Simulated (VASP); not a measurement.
Wanted: the native input for a VASP 6.6.1 run.

```
Task                   : single point
Functional             : PBEsol
Potentials or basis    : VASP PAW PBE potentials, release 64 (Hg)
Cutoff                 : 520 eV
k mesh                 : 8 × 8 × 8
Occupations            : methfessel-paxton, width 0.05 eV
Spin                   : no spin polarisation
Dipole correction      : no
Further INCAR settings : ALGO = Normal; EDIFF = 1e-06; NBANDS = 12
```

The structure of Hg lies in POSCAR:

```
Hg
1.0
    2.1243184923     -2.6725824964      0.0000000000
    2.1243184923      2.6725824964      0.0000000000
   -2.1151288124      0.0000000000      2.8921990043
Hg
1
Direct
    0.0000000000      0.0000000000      0.0000000000
```

One way to write it, as run:

INCAR

```
PREC = Accurate
ENCUT = 520
EDIFF = 1E-6
ISMEAR = 1
SIGMA = 0.05
LREAL = False
LASPH = True
NELM = 80
ALGO = Normal
ISIF = 2
LWAVE = False
LCHARG = False
GGA = PS
NBANDS = 12
```

KPOINTS

```
Automatic mesh
0
Gamma
  8 8 8
```

Potentials or basis: VASP PAW PBE potentials, release 64 (Hg).

Command:

```console
$ cat potpaw_PBE.64/Hg/POTCAR > POTCAR
$ mpirun -np 1 vasp_std > vasp.out
```

It gave:

* Pressure: -3.0 GPa
* Band gap on the k mesh: zero (bands 6 and 7 overlap by 1.33 eV)

Caveat: the PAW data sets were made with another functional, which shifts forces and pressure a little; spin-orbit coupling is left out, which moves the levels of the heavy elements.

Run time: 30 s on 1 thread of AMD EPYC 7R13 Processor (Zen 3), with other jobs on the host, peak memory 0.16 GiB.
